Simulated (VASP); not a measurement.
A run of VASP 6.6.1:

Contents of INCAR:

```
SYSTEM = H6C2O
PREC = Accurate
ENCUT = 520
EDIFF = 1E-7
ISMEAR = -1
SIGMA = 0.05
LREAL = Auto
LASPH = .True.
NELM = 60
ALGO = Normal
ISIF = 2
LWAVE = .False.
LCHARG = .False.
GGA = PE
IVDW = 12
NBANDS = 64
```

File KPOINTS:

```
Automatic mesh
0
Gamma
  1 1 1
  0 0 0
```

File POSCAR:

```
H6C2O
1.0
    7.5290720000      0.0000000000      0.0000000000
    0.0000000000      7.5290720000      0.0000000000
    0.0000000000      0.0000000000      7.5290720000
C O H
8 4 24
Direct
    0.1106491790      0.2174110430      0.3438326858
    0.2542704596      0.2162866514      0.2007786480
    0.6531604995      0.5244766527      0.6722848929
    0.4575400500      0.4894647435      0.6405673491
    0.3181712683      0.7425550454      0.0425211734
    0.4250263035      0.6721577148      0.1972719341
    0.8531823128     -0.0558981249      0.9511420423
    0.7459334273      0.1108448255      0.9176058864
    0.1975833658      0.3274729548      0.0590312420
    0.4019212646      0.3317334429      0.7368095660
    0.5727534781      0.5680419353      0.1322703303
    0.6860006285      0.1792838245      1.0851559192
    0.2857655631      0.3248558281     -0.0371280418
    0.3826019594      0.2621075331      0.2561178365
    0.2773817566      0.0791986616      0.1530405061
    0.1420977341      0.1207104206      0.4496820244
    0.0975198479      0.3509997865      0.4027214399
   -0.0194463167      0.1822004126      0.2865450408
    0.3155730634      0.2696221874      0.6632526470
    0.3778572353      0.6040674844      0.6854118037
    0.4300252465      0.4693619388      0.4979962133
    0.6925245917      0.6482407142      0.6048093453
    0.6805902078      0.5417229778      0.8146254163
    0.7346960617      0.4146713137      0.6210536065
    0.6579839581      0.5559539331      0.2281538764
    0.4754122035      0.7822420011      0.2799389581
    0.3374629219      0.5880165415      0.2791597532
    0.2057451590      0.8197418559      0.0935700664
    0.3985917069      0.8288352842     -0.0435399052
    0.2620209255      0.6316784832     -0.0334569885
    0.6257865666      0.2920895439      1.0637888967
    0.8297108849      0.2099634096      0.8489753579
    0.6308700382      0.0824241408      0.8306314453
    0.8968787141     -0.1143322343      0.8246450486
    0.9719875327     -0.0238932848      1.0296100479
    0.7744107006     -0.1563232419      1.0223040356
```

Potentials or basis: VASP PAW PBE potentials, release 64 (C, O, H).

The run is started by

```sh
$ cat potpaw_PBE.64/C/POTCAR potpaw_PBE.64/O/POTCAR potpaw_PBE.64/H/POTCAR > POTCAR
$ mpirun -np 1 vasp_gam > vasp.out
```

Hardware: 1 thread of Intel Xeon 8259CL (shared host).

Problem. Estimate the wall time of this run.

Solution. Wall time 2.8 min on 1 thread of Intel Xeon 8259CL, on a shared host, peak memory 0.38 GiB. Counts: scf iterations 19, k points 1.
